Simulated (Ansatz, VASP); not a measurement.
**ZrV in VASP and in Ansatz**

```
CELL_PARAMETERS angstrom
1.51030 0.87197 4.69702
-1.51030 0.87197 4.69702
0.00000 -1.74394 4.69702
ATOMIC_POSITIONS crystal
Zr 0.00000 0.00000 0.00000
V 0.50000 0.50000 0.50000
```

Alike in both runs: functional PBE; k mesh 6 × 6 × 6; occupations gaussian, width 0.1 eV; no spin polarisation.

Ansatz relaxed the structure, and its values are those at the end. VASP's run is a single point on that final structure, the one shown.

|  | VASP | Ansatz |
| --- | --- | --- |
| version | VASP 6.6.1 | Ansatz 0.2.0 |
| potentials or method | VASP PAW PBE potentials, release 64 (Zr_sv, V_sv), cutoff 520 eV | scalar-relativistic, plane waves, PAW |
| valence electrons in the cell | 25 | 25 |

```csv
,VASP,Ansatz,Ansatz less VASP
gap on the k mesh at the Fermi level (eV),none,none,-
pressure (GPa),0.1,0.1,-0.06
```

A gap of «none» marks a metal or a gap that the smearing closes. With one functional, cell and mesh, what is left measures potentials, basis and numerics.

The k mesh is coarse, so the values compare programs but aren't converged.
